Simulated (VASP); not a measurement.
CoSi (zincblende type), 2 atoms in the cell. It takes space group F-43m (No. 216, cubic). Conventional cell: a = 4.178 Å, b = 4.178 Å, c = 4.178 Å, α = 90.00°, β = 90.00°, γ = 90.00°. Within 2.4 Å of Co (site symmetry -43m) lie 4 Si at 1.81 Å. Si (site symmetry -43m) has 4 Co at 1.81 Å within 2.4 Å. 

- Program: VASP 6.6.1
- Task: relaxation of cell and atoms
- Functional: PBE
- Potentials or basis: VASP PAW PBE potentials, release 64 (Co, Si)
- Cutoff: 600 eV
- k mesh: 15 × 15 × 15
- Occupations: fermi-dirac, width 0.05 eV
- Spin: no spin polarisation
- Target pressure: 210 GPa
- Dipole correction: no
- Further INCAR settings: ALGO = Normal; EDIFF = 1e-06; IBRION = 2; EDIFFG = -0.005; NSW = 32; ISIF = 3

Potentials or basis: VASP PAW PBE potentials, release 64 (Co, Si).

The run is started by

```sh
$ cat potpaw_PBE.64/Co/POTCAR potpaw_PBE.64/Si/POTCAR > POTCAR
$ mpirun -np 1 vasp_std > vasp.out
```

Hardware: 1 thread of Intel Xeon 8259CL, on a shared host.

**Question.** How long does it take, and how much memory?

**Answer.** It took 48 s on 1 thread of Intel Xeon 8259CL (shared host), peak memory 0.17 GiB. Counts: scf iterations 26, k points 120, ion steps 3.
